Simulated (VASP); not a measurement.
Wanted: the native input for a VASP 6.6.1 run.

```
Task                   : single point
Functional             : r2SCAN
Potentials or basis    : VASP PAW PBE potentials, release 64 (K_sv, S, Sc_sv)
Cutoff                 : 520 eV
k mesh                 : 6 × 6 × 4
Occupations            : fermi-dirac, width 0.02 eV
Spin                   : no spin polarisation
Dipole correction      : no
Further INCAR settings : ALGO = Normal; EDIFF = 1e-06; NBANDS = 24
```

KScS2:

```
CELL_PARAMETERS angstrom
4.03526 0.00000 0.00000
0.00000 4.03526 0.00000
0.00000 0.00000 5.46549
ATOMIC_POSITIONS crystal
K 0.00000 0.00000 0.00000
S 0.00000 0.00000 0.50000
S 0.50000 0.50000 0.00000
Sc 0.50000 0.50000 0.50000
```

One way to write it, as run:

POSCAR

```
KScS2
1.0
    4.0352598669      0.0000000000      0.0000000000
    0.0000000000      4.0352598669      0.0000000000
    0.0000000000      0.0000000000      5.4654930334
K S Sc
1 2 1
Direct
    0.0000000000      0.0000000000      0.0000000000
    0.0000000000      0.0000000000      0.5000000000
    0.5000000000      0.5000000000      0.0000000000
    0.5000000000      0.5000000000      0.5000000000
```

INCAR.step1

```
SYSTEM = KScS2
PREC = Accurate
ENCUT = 520
ISMEAR = -1
SIGMA = 0.02
LREAL = .FALSE.
LASPH = .TRUE.
NELM = 100
NBANDS = 24
GGA = PE
ALGO = Normal
EDIFF = 1E-4
LWAVE = .TRUE.
LCHARG = .FALSE.
```

INCAR.step2

```
SYSTEM = KScS2
PREC = Accurate
ENCUT = 520
EDIFF = 1E-6
ISMEAR = -1
SIGMA = 0.02
LREAL = .FALSE.
LASPH = .TRUE.
NELM = 100
ALGO = Normal
ISIF = 2
LWAVE = .FALSE.
LCHARG = .TRUE.
METAGGA = R2SCAN
LMIXTAU = .TRUE.
LELF = .TRUE.
LVHAR = .TRUE.
NBANDS = 24
ISTART = 1
```

KPOINTS

```
Automatic mesh
0
G
  6 6 4
  0 0 0
```

Potentials or basis: VASP PAW PBE potentials, release 64 (K_sv, S, Sc_sv).

Run with:

```bash
$ cat potpaw_PBE.64/K_sv/POTCAR potpaw_PBE.64/S/POTCAR potpaw_PBE.64/Sc_sv/POTCAR > POTCAR
$ cp INCAR.step1 INCAR
$ mpirun -np 1 vasp_std > vasp.out
$ cp INCAR.step2 INCAR
$ mpirun -np 1 vasp_std > vasp.out
```

Results of the run:

* Pressure: 0.2 GPa
* Band gap on the k mesh: 0.26 eV

Caveat: the PAW data sets were made with another functional, which shifts forces and pressure a little.

Run time: 110 s on 1 thread of Intel(R) Xeon(R) 6975P-C (Granite Rapids), on a shared host, peak memory 0.23 GiB.
